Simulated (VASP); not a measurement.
Input of a VASP 6.6.1 run:

Contents of INCAR:

```
SYSTEM = Pt
PREC = Accurate
ENCUT = 520
EDIFF = 1E-8
ISMEAR = -1
SIGMA = 0.05
LREAL = .FALSE.
LASPH = .TRUE.
NELM = 100
ALGO = Normal
ISIF = 2
LWAVE = .FALSE.
LCHARG = .FALSE.
GGA = CA
LEFG = .TRUE.
NBANDS = 11
```

Contents of KPOINTS:

```
Automatic mesh
0
G
  16 16 16
  0 0 0
```

POSCAR

```
Pt
1.0
    0.0000000000      1.9715751809      1.9715751809
    1.9715751809      0.0000000000      1.9715751809
    1.9715751809      1.9715751809      0.0000000000
Pt
1
Direct
    0.0000000000      0.0000000000      0.0000000000
```

Potentials or basis: VASP PAW LDA potentials, release 64 (Pt).

The run is started by

```sh
$ cat potpaw_LDA.64/Pt/POTCAR > POTCAR
$ mpirun -np 1 vasp_std > vasp.out
```

Q: Predict the pressure.

A: -9.9 GPa.

Q: Estimate the band gap on the k mesh.

A: Zero (band 5 reaches 11.29 eV, above the bottom of band 6 at 9.14 eV).

Caveat: without QUAD_EFG the Cq values of the log hold for a quadrupole moment of 1 mb, not for the nuclei; spin-orbit coupling is left out, which moves the levels of the heavy elements.
